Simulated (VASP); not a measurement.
# C (P1) in VASP: a series of runs, part 2 of 2

VASP 6.6.1. The steps go on from the part before.

### Step 3. Single point, LDA (atom 5 (C) moved +0.450 Å towards its neighbour atom 2 (C) at 1.515 Å)

The input, INCAR:

```
SYSTEM = C
PREC = Accurate
ENCUT = 520
EDIFF = 1E-7
ISMEAR = 0
SIGMA = 0.05
LREAL = .FALSE.
LASPH = .TRUE.
NELM = 80
ALGO = Normal
ISIF = 2
LWAVE = .FALSE.
LCHARG = .FALSE.
NBANDS = 26
```

The input, KPOINTS:

```
Automatic mesh
0
G
  6 6 10
  0 0 0
```

The input, POSCAR:

```
C
1.0
    2.1032727620     -4.3337146136      0.0000000000
    2.1032727620      4.3337146136      0.0000000000
    0.0000000000      0.0000000000      2.4856616114
C
8
Direct
    0.6482879639      0.9815881366      0.0000000000
    0.3517120361      0.0184118634      0.0000000000
    0.0184118634      0.3517120361      0.0000000000
    0.9815881366      0.6482879639      0.0000000000
    0.3888577562      0.1643914915      0.3514787333
    0.5954459046      0.7739231852      0.5000000000
    0.7739231852      0.5954459046      0.5000000000
    0.2260768148      0.4045540954      0.5000000000
```

Potentials or basis: VASP PAW LDA potentials, release 64 (C).

The run is started by

```sh
$ cat potpaw_LDA.64/C/POTCAR > POTCAR
$ mpirun -np 1 vasp_std > vasp.out
```

OUTCAR:

```text
SYSTEM = C
   PREC = Accurate
   ENCUT = 520
   EDIFF = 1E-7
   ISMEAR = 0
   LREAL = .FALSE.
   LASPH = .TRUE.
   NELM = 80
   ISIF = 2

 ion  position               nearest neighbor table
   1  0.648  0.982  0.000-   6 1.51   6 1.51   2 1.54   3 1.56
   2  0.352  0.018  0.000-   5 1.06   1 1.54   4 1.56   5 1.72
   3  0.018  0.352  0.000-   8 1.51   8 1.51   4 1.54   1 1.56
   4  0.982  0.648  0.000-   7 1.51   7 1.51   3 1.54   2 1.56
   5  0.389  0.164  0.351-   2 1.06   2 1.72   7 1.77   8 1.79
   6  0.595  0.774  0.500-   1 1.51   1 1.51   7 1.55   8 1.55
   7  0.774  0.595  0.500-   4 1.51   4 1.51   6 1.55   5 1.77
   8  0.226  0.405  0.500-   3 1.51   3 1.51   6 1.55   5 1.79

  LATTYP: Found a base centered orthorhombic cell.
 ALAT       =     4.2065455240
 B/A-ratio  =     2.0604624811
 C/A-ratio  =     0.5909032952

  Lattice vectors:

 A1 = (   2.1032727620,  -4.3337146136,   0.0000000000)
 A2 = (   2.1032727620,   4.3337146136,   0.0000000000)
 A3 = (   0.0000000000,   0.0000000000,   2.4856616114)

Analysis of symmetry for initial positions (statically):
=====================================================================
[... 186 lines left out ...]
 val. band max:       11.0841013462   @ k =   0.0000   0.0000   0.0000
 cond. band min:      11.1194601054   @ k =   0.5000   0.5000   0.0000
 fundamental gap:      0.0353587592
 Fermi energy:        11.0918875286

 k-point     1 :       0.0000    0.0000    0.0000
  band No.  band energies     occupation
      1     -12.0217      2.00000
      2      -7.3366      2.00000
      3      -5.7853      2.00000
      4      -4.9766      2.00000
      5      -4.2451      2.00000
      6      -2.7503      2.00000
[... 685 lines left out ...]
     25      20.0937      0.00000
     26      21.7955      0.00000

 [... further k-points ...]
[... 5 lines left out ...]
  --------------------------------------------------------------------------------------
  -------------------------------------------------------------------------------------
  Total        5.0460595      8.0113960     23.3942449      3.5672722     11.5347494      8.3234850
  in kB      178.4165112    283.2636681    827.1641578    126.1301539    407.8409592    294.2983834
  external PRESSURE =     429.6147790 kB  Pullay stress =       0.0000000 kB

 VOLUME and BASIS-vectors are now :
 -----------------------------------------------------------------------------
  energy-cutoff  :      520.00
  volume of cell :       45.31
      direct lattice vectors                 reciprocal lattice vectors
     2.103272762 -4.333714614  0.000000000     0.237724754 -0.115374464  0.000000000
     2.103272762  4.333714614  0.000000000     0.237724754  0.115374464  0.000000000
     0.000000000  0.000000000  2.485661611     0.000000000  0.000000000  0.402307376

 POSITION                                       TOTAL-FORCE (eV/Angst)
 -----------------------------------------------------------------------------------
      3.42807      1.44443      0.00000         0.115998     -1.479794     -0.556618
      0.77847     -1.44443      0.00000       -14.236060    -17.747168    -30.932774
      0.77847      1.44443      0.00000        -0.026992     -0.274857      0.145848
      3.42807     -1.44443      0.00000        -1.440534      0.100011     -0.552315
      1.16363     -0.97277      0.87366        17.911005     21.994122     35.555443
      2.88016      0.77347      1.24283        -1.233332     -1.344146      0.184396
      2.88016     -0.77347      1.24283        -0.180950     -0.804104     -1.930153
      1.32639      0.77347      1.24283        -0.909135     -0.444064     -1.913828
 -----------------------------------------------------------------------------------
    total drift:                               -0.000017      0.000039      0.000112

  FREE ENERGIE OF THE ION-ELECTRON SYSTEM (eV)
  ---------------------------------------------------
  free  energy   TOTEN  =       -72.2513206111 eV

  energy  without entropy=      -72.2511178269  energy(sigma->0) =      -72.25121922
```

OSZICAR:

```text
N       E                     dE             d eps       ncg     rms          rms(c)
DAV:   1     0.699184436128E+02    0.69918E+02   -0.16979E+04  9568   0.121E+03
DAV:   2    -0.716527664517E+02   -0.14157E+03   -0.13136E+03 12296   0.239E+02
DAV:   3    -0.774578066864E+02   -0.58050E+01   -0.57399E+01 12892   0.440E+01
DAV:   4    -0.775158289146E+02   -0.58022E-01   -0.57920E-01 12112   0.493E+00
DAV:   5    -0.775168568107E+02   -0.10279E-02   -0.10271E-02 12776   0.593E-01    0.140E+01
DAV:   6    -0.732808847351E+02    0.42360E+01   -0.38881E+00 11594   0.150E+01    0.781E+00
DAV:   7    -0.723088914256E+02    0.97199E+00   -0.29558E+00 11410   0.102E+01    0.320E+00
DAV:   8    -0.722538211923E+02    0.55070E-01   -0.16692E-01 12418   0.254E+00    0.132E+00
DAV:   9    -0.722517783433E+02    0.20428E-02   -0.11329E-02 12332   0.669E-01    0.362E-01
DAV:  10    -0.722513208204E+02    0.45752E-03   -0.13802E-03 12014   0.255E-01    0.527E-02
DAV:  11    -0.722513193443E+02    0.14761E-05   -0.13907E-04 12228   0.812E-02    0.265E-02
DAV:  12    -0.722513203862E+02   -0.10419E-05   -0.14120E-05 12008   0.269E-02    0.109E-02
DAV:  13    -0.722513205930E+02   -0.20671E-06   -0.17484E-06 11978   0.970E-03    0.274E-03
DAV:  14    -0.722513206111E+02   -0.18178E-07   -0.16982E-07  7170   0.299E-03
   1 F= -.72251321E+02 E0= -.72251219E+02  d E =-.202784E-03
```

Wall time 97 s (1 thread of Intel Xeon 6975P-C (Granite Rapids), shared host); peak memory 0.24 GiB.

What came out:

| Property | Result |
| --- | --- |
| Free energy | -72.2513 eV |
| Pressure | 43.0 GPa |
| Largest force | 45.483 eV/Å |
| Band gap on the k mesh | zero (band 16 reaches 11.12 eV, above the bottom of band 17 at 11.08 eV) |

Forces in eV/Å, atoms in the order of the input:
```
C     0.116  -1.480  -0.557
C   -14.236 -17.747 -30.933
C    -0.027  -0.275   0.146
C    -1.441   0.100  -0.552
C    17.911  21.994  35.555
C    -1.233  -1.344   0.184
C    -0.181  -0.804  -1.930
C    -0.909  -0.444  -1.914
```

Caveat: the cell differs from its parent crystal (atom 5 (C) moved +0.450 Å towards its neighbour atom 2 (C) at 1.515 Å); forces of over 1 eV/Å act on the atoms, so gaps and moduli don't describe the material at rest.

### Step 4. Single point, LDA (atom 5 (C) moved +0.300 Å towards its neighbour atom 2 (C) at 1.515 Å)

The input, INCAR:

```
SYSTEM = C
  PREC = Accurate
  ENCUT = 520
  EDIFF = 1E-6
  ISMEAR = 0
  SIGMA = 0.05
  LREAL = .FALSE.
  LASPH = .TRUE.
  NELM = 60
  ALGO = Normal
  ISIF = 2
  LWAVE = .FALSE.
  LCHARG = .FALSE.
  GGA = CA
  NBANDS = 26
```

The input, KPOINTS:

```
regular mesh
0
G
  6 6 10
  0 0 0
```

Edit POSCAR of step 3 so:

```diff
@@ -12,3 +12,3 @@
     0.9815881366      0.6482879639      0.0000000000
-    0.3888577562      0.1643914915      0.3514787333
+    0.3940898693      0.1849532660      0.4009858222
     0.5954459046      0.7739231852      0.5000000000
```

The run is started by

```sh
$ cat potpaw_LDA.64/C/POTCAR > POTCAR
$ mpirun -np 1 vasp_std > vasp.out
```

It took 81 s on 1 thread of Intel Xeon 6975P-C (Granite Rapids), shared host; peak memory 0.24 GiB.

Results (log left out):

- Free energy: -77.1036 eV
- Pressure: 15.9 GPa
- Largest force: 21.789 eV/Å
- Band gap on the k mesh: 1.82 eV, indirect (least direct gap 2.34 eV)

Forces in eV/Å, atoms in the order of the input:
```
C    -0.027  -0.876  -0.209
C    -5.850  -7.338 -13.688
C    -0.059  -0.136   0.136
C    -0.746  -0.103  -0.266
C     8.647  10.705  16.894
C    -0.799  -0.932   0.180
C    -0.586  -0.503  -1.496
C    -0.581  -0.816  -1.550
```

Stress tensor (GPa, compression positive):
```
 6.11  4.84 10.55
 4.84 10.96 16.12
10.55 16.12 30.52
```

Levels at points of the mesh, in eV from the valence-band top:
```
           k point  band 13  band 14  band 15  band 16  band 17  band 18  band 19  band 20
(0.00, 0.00, 0.00)    -3.25    -2.80    -2.00    -1.17     1.82     3.56     3.99     5.14
(0.50, 0.00, 0.00)    -4.34    -3.68    -3.42    -2.38     2.60     3.68     5.27     5.93
(0.00, 0.50, 0.00)    -4.57    -3.85    -3.27    -2.31     2.35     4.38     5.32     5.42
(0.50, 0.50, 0.00)    -4.42    -1.99    -0.40     0.00     2.34     4.12     4.40     5.65
(0.00, 0.00, 0.50)    -7.15    -6.27    -4.16    -3.84     4.93     5.98     6.80     7.38
(0.50, 0.00, 0.50)    -6.07    -5.73    -4.59    -3.85     3.37     4.36     5.28     6.20
(0.00, 0.50, 0.50)    -6.12    -5.79    -4.85    -3.39     3.05     4.72     5.40     6.16
(0.50, 0.50, 0.50)    -6.47    -6.39    -6.00    -4.93     2.48     3.53     4.27     4.88
```

Caveat: the cell differs from its parent crystal (atom 5 (C) moved +0.300 Å towards its neighbour atom 2 (C) at 1.515 Å); forces of over 1 eV/Å act on the atoms, so gaps and moduli don't describe the material at rest.

### Step 5. Single point, LDA (atom 5 (C) moved -0.300 Å towards its neighbour atom 2 (C) at 1.515 Å)

The input, INCAR:

```
SYSTEM = C
  ALGO = Normal
  EDIFF = 1E-7
  ENCUT = 520
  ISIF = 2
  ISMEAR = 0
  LASPH = .TRUE.
  LCHARG = .TRUE.
  LELF = .TRUE.
  LREAL = .FALSE.
  LVHAR = .TRUE.
  LWAVE = .FALSE.
  NBANDS = 26
  NELM = 100
  PREC = Accurate
  SIGMA = 0.05
```

The input, KPOINTS:

```
k-points
0
G
  6 6 10
  0 0 0
```

Edit POSCAR of step 4 so:

```diff
@@ -12,3 +12,3 @@
     0.9815881366      0.6482879639      0.0000000000
-    0.3940898693      0.1849532660      0.4009858222
+    0.4150183215      0.2672003636      0.5990141778
     0.5954459046      0.7739231852      0.5000000000
```

The run is started by

```sh
$ cat potpaw_LDA.64/C/POTCAR > POTCAR
$ mpirun -np 1 vasp_std > vasp.out
```

It took 68 s on 1 thread of Intel Xeon 6975P-C (Granite Rapids), shared host; peak memory 0.24 GiB.

It converged, with:

| Item | Value |
| --- | --- |
| Free energy | -78.3710 eV |
| Pressure | 9.4 GPa |
| Largest force | 8.526 eV/Å |
| Band gap on the k mesh | 0.95 eV, indirect (least direct gap 2.26 eV) |

Forces in eV/Å, atoms in the order of the input:
```
C    0.173  0.663  0.100
C    0.322  0.481  2.986
C   -0.013  0.288 -0.190
C    0.617  0.137  0.191
C   -3.699 -5.168 -5.683
C    0.776  0.902 -0.415
C    1.496  0.441  1.524
C    0.329  2.257  1.486
```

Stress tensor (GPa, compression positive):
```
 9.15 -0.18  0.85
-0.18 12.13 -1.46
 0.85 -1.46  7.01
```

Levels at points of the mesh, in eV from the valence-band top:
```csv
k point,band 13,band 14,band 15,band 16,band 17,band 18,band 19,band 20
"(0.00, 0.00, 0.00)",-3.92,-3.48,-2.79,-1.20,1.43,3.59,4.11,4.53
"(0.50, 0.00, 0.00)",-5.33,-4.39,-4.14,-1.67,2.78,3.76,4.76,5.27
"(0.00, 0.50, 0.00)",-5.23,-4.53,-3.85,-2.19,2.61,3.78,4.78,5.46
"(0.50, 0.50, 0.00)",-4.10,-2.11,-1.95,0.00,2.26,3.92,4.86,4.88
"(0.00, 0.00, 0.50)",-7.61,-7.11,-4.87,-4.09,3.57,5.81,6.34,6.49
"(0.50, 0.00, 0.50)",-6.40,-6.06,-5.94,-4.04,3.09,4.18,5.09,5.61
"(0.00, 0.50, 0.50)",-6.37,-6.11,-6.02,-4.57,3.03,4.51,4.95,5.52
"(0.50, 0.50, 0.50)",-7.11,-6.76,-6.38,-6.25,1.41,3.13,3.60,3.87
```

Caveat: the cell differs from its parent crystal (atom 5 (C) moved -0.300 Å towards its neighbour atom 2 (C) at 1.515 Å); forces of over 1 eV/Å act on the atoms, so gaps and moduli don't describe the material at rest. A k mesh can miss the band edges.
